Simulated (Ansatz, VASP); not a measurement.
## Ti in VASP and in Ansatz

Contents of POSCAR:

```
Ti
1.0
    2.0300000000     -2.0300000000      0.0000000000
    2.0300000000      0.0000000000     -2.0300000000
    8.0333974596      8.0333974596      8.0333974596
Ti
6
Direct
    0.6666666667      0.6666666667      0.0842148464
    0.0000000000      0.0000000000      0.9265317741
    0.3333333333      0.3333333333      0.2526782320
    0.6666666667      0.6666666667      0.5896050030
    0.0000000000      0.0000000000      0.4211416175
    0.3333333333      0.3333333333      0.7580683885
```

Contents of INCAR.step1:

```
PREC     = Accurate       # precision mode
ENCUT    = 520            # plane-wave cutoff, eV
ISMEAR   = 0              # smearing method
SIGMA    = 0.15           # smearing width, eV
LREAL    = False          # projectors in reciprocal space
LASPH    = True           # aspherical terms in the spheres
NELM     = 60             # most SCF steps
NBANDS   = 45             # bands
GGA      = PE             # functional
ALGO     = Normal         # electronic algorithm
EDIFF    = 1E-4           # SCF threshold, eV
LWAVE    = True           # write WAVECAR
LCHARG   = False          # write CHGCAR
```

Contents of INCAR.step2:

```
PREC     = Accurate       # precision mode
ENCUT    = 520            # plane-wave cutoff, eV
EDIFF    = 1E-7           # SCF threshold, eV
ISMEAR   = 0              # smearing method
SIGMA    = 0.15           # smearing width, eV
LREAL    = False          # projectors in reciprocal space
LASPH    = True           # aspherical terms in the spheres
NELM     = 60             # most SCF steps
ALGO     = Normal         # electronic algorithm
ISIF     = 2              # what is computed and relaxed
LWAVE    = False          # write WAVECAR
LCHARG   = False          # write CHGCAR
METAGGA  = R2SCAN         # meta-GGA
LMIXTAU  = True         
NBANDS   = 45             # bands
ISTART   = 1
```

File KPOINTS:

```
regular mesh
0
Gamma
  19 19 4
```

Input for Ansatz:

```yaml
crystal:
  lattice:
    - [2.03, -2.03, 0.0]
    - [2.03, 0.0, -2.03]
    - [8.0333974596, 8.0333974596, 8.0333974596]
  atoms:
    - { symbol: Ti, position: [0.6666666667, 0.6666666667, 0.0842148464] }
    - { symbol: Ti, position: [0.0, 0.0, 0.9265317741] }
    - { symbol: Ti, position: [0.3333333333, 0.3333333333, 0.252678232] }
    - { symbol: Ti, position: [0.6666666667, 0.6666666667, 0.589605003] }
    - { symbol: Ti, position: [0.0, 0.0, 0.4211416175] }
    - { symbol: Ti, position: [0.3333333333, 0.3333333333, 0.7580683885] }
basis:
  ecutwfc: 500
kpoints:
  mp_grid: { grid: [19, 19, 4] }
hamiltonian:
  xc: r2scan
scf:
  occupations: { method: gaussian, width: 0.15 }
output:
  forces: true
  stress: true
  eigenvalues: true
```

Alike in both runs: task single point; functional r2SCAN; k mesh 19 × 19 × 4; occupations gaussian, width 0.15 eV; no spin polarisation.

|  | VASP | Ansatz |
| --- | --- | --- |
| version | VASP 6.6.1 | Ansatz 0.2.0 |
| potentials or method | VASP PAW PBE potentials, release 64 (Ti_sv), cutoff 520 eV | scalar-relativistic, plane waves, PAW |
| valence electrons in the cell | 72 | 72 |

|  | VASP | Ansatz | Ansatz less VASP |
| --- | --- | --- | --- |
| gap on the k mesh at the Fermi level (eV) | none | none | - |
| pressure (GPa) | 6.3 | 5.9 | -0.46 |
| traceless stress, the component that is largest in VASP (GPa) | 0.59 | 0.58 | -0.004 |
| rms of the force components (eV/Å) | 0.173 | 0.169 | -0.0038 |

VASP's potentials were made for PBE, not for r2SCAN. Atom by atom the forces differ by 0.004 eV/Å (rms over components). A gap of «none» marks a metal or a gap that the smearing closes.
